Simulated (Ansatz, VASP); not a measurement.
## Two plane-wave programs on CoSi2

```
CELL_PARAMETERS angstrom
0.00000 2.63085 2.63085
2.63085 0.00000 2.63085
2.63085 2.63085 0.00000
ATOMIC_POSITIONS crystal
Co 0.00000 0.00000 0.00000
Si 0.25000 0.25000 0.25000
Si 0.75000 0.75000 0.75000
```

Alike in both runs: task single point; functional BLYP; dispersion D3(BJ); k mesh 8 × 8 × 8; occupations gaussian, width 0.05 eV; collinear spin.

|  | VASP | Ansatz |
| --- | --- | --- |
| version | VASP 6.6.1 | Ansatz 0.2.0 |
| potentials or method | VASP PAW PBE potentials, release 64 (Co, Si), cutoff 520 eV | scalar-relativistic, plane waves, PAW |
| valence electrons in the cell | 17 | 25 |

VASP gave:

| Item | Value |
| --- | --- |
| gap on the k mesh at the Fermi level (eV) | none |
| pressure (GPa) | 4.6 |
| net moment per atom (μB) | 0.00 |

Q: What did Ansatz give for the same quantities?

A: gap on the k mesh at the Fermi level (eV): none; pressure (GPa): 3.9; net moment per atom (μB): 0.00.

VASP's potentials were made for PBE, not for BLYP. A gap of «none» marks a metal or a gap that the smearing closes. VASP's potentials hold 17 valence electrons a cell and Ansatz's 25, so a difference there can come from the potentials and not from the codes. Ansatz's warnings: seeded moment not kept.
